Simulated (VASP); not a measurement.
Set up this calculation in VASP 6.6.1, as the native input.

| Property | Result |
| --- | --- |
| Task | single point |
| Functional | PBEsol |
| Potentials or basis | VASP PAW PBE potentials, release 64 (Ca_sv, O) |
| Cutoff | 520 eV |
| k mesh | 8 × 8 × 8 |
| Occupations | gaussian, width 0.01 eV |
| Spin | no spin polarisation |
| Dipole correction | no |
| Further INCAR settings | ALGO = Normal; EDIFF = 1e-07; NBANDS = 15 |

The structure of CaO (Lime) lies in POSCAR:

```
CaO
1.0
    0.0000000000      2.4381681053      2.4381681053
    2.4381681053      0.0000000000      2.4381681053
    2.4381681053      2.4381681053      0.0000000000
Ca O
1 1
Direct
    0.0000000000      0.0000000000      0.0000000000
    0.5000000000      0.5000000000      0.5000000000
```

These files were run (other wordings do the same):

INCAR

```
SYSTEM = CaO
ALGO = Normal
EDIFF = 1E-7
ENCUT = 520
GGA = PS
ISIF = 2
ISMEAR = 0
LASPH = .TRUE.
LCHARG = .TRUE.
LELF = .TRUE.
LREAL = .FALSE.
LVHAR = .TRUE.
LWAVE = .FALSE.
NBANDS = 15
NELM = 100
PREC = Accurate
SIGMA = 0.01
```

KPOINTS

```
k-points
0
G
  8 8 8
  0 0 0
```

Potentials or basis: VASP PAW PBE potentials, release 64 (Ca_sv, O).

Launch:

```console
$ cat potpaw_PBE.64/Ca_sv/POTCAR potpaw_PBE.64/O/POTCAR > POTCAR
$ mpirun -np 1 vasp_std > vasp.out
```

Results of the run:

```yaml
Pressure: -6.3 GPa
Band_gap_on_the_k_mesh: 3.55 eV, indirect (least direct gap 3.94 eV)
```

Caveat: the PAW data sets were made with another functional, which shifts forces and pressure a little.

It took 24 s on 1 thread of Intel Xeon 8259CL, with other jobs on the host, peak memory 0.16 GiB.
